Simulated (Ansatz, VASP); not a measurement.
Given: the input of a run of VASP 6.6.1 on MgO.

The input INCAR:

```
ALGO = Normal
EDIFF = 1E-6
ENCUT = 520
GGA = CA
ISIF = 2
ISMEAR = 0
LASPH = True
LCHARG = False
LREAL = False
LWAVE = False
NBANDS = 11
NELM = 100
PREC = Accurate
SIGMA = 0.05
```

The input KPOINTS:

```
k-points
0
Gamma
  10 10 10
```

POSCAR

```
MgO
1.0
    2.9766835069      0.0000000000      0.0000000000
   -1.4883417534      2.5778835360      0.0000000000
    0.0000000000      0.0000000000      2.7149429912
Mg O
1 1
Direct
    0.0000000000      0.0000000000      0.0000000000
    0.3333333333      0.6666666667      0.5000000000
```

Potentials or basis: VASP PAW LDA potentials, release 64 (Mg, O).

Run with:

```console
$ cat potpaw_LDA.64/Mg/POTCAR potpaw_LDA.64/O/POTCAR > POTCAR
$ mpirun -np 1 vasp_std > vasp.out
```

Set up the same calculation for Ansatz 0.2.0. Potentials there: all-electron LAPW, scalar-relativistic.

As run (the cutoff follows the program's own potentials):

File input.yaml:

```yaml
crystal:
  lattice:
    - [2.9766835069, 0.0, 0.0]
    - [-1.4883417534, 2.577883536, 0.0]
    - [0.0, 0.0, 2.7149429912]
  atoms:
    - { symbol: Mg, position: [0.0, 0.0, 0.0] }
    - { symbol: O, position: [0.3333333333, 0.6666666667, 0.5] }
kpoints:
  mp_grid: { grid: [10, 10, 10] }
scf:
  occupations: { method: gaussian, width: 0.05 }
hamiltonian:
  xc: lda
  pseudopotentials: { kind: all_electron, lapw: { basis_error: 0.001 } }
output:
  forces: true
  stress: true
  eigenvalues: true
```

Potentials or basis: all-electron LAPW, scalar-relativistic.

Run with:

```console
$ ansatz run input.yaml --threads 1 --pin off --max-ram 3072MiB --backend cpu --events-out ev --progress --plain --runs-dir out
```

Both were run:

|  | VASP | Ansatz | Ansatz less VASP |
| --- | --- | --- | --- |
| gap on the k mesh at the Fermi level (eV) | 2.67 | 2.67 | +0.004 |
| least direct gap on the mesh (eV) | 3.06 | 3.06 | +0.001 |
| pressure (GPa) | -15.2 | -13.5 | +1.69 |
| traceless stress, the component that is largest in VASP (GPa) | -1.77 | -1.62 | +0.151 |

LDA's correlation is that of Perdew and Zunger in VASP and of Perdew and Wang (1992) in Ansatz. Ansatz ran all-electron here, and VASP with PAW potentials.
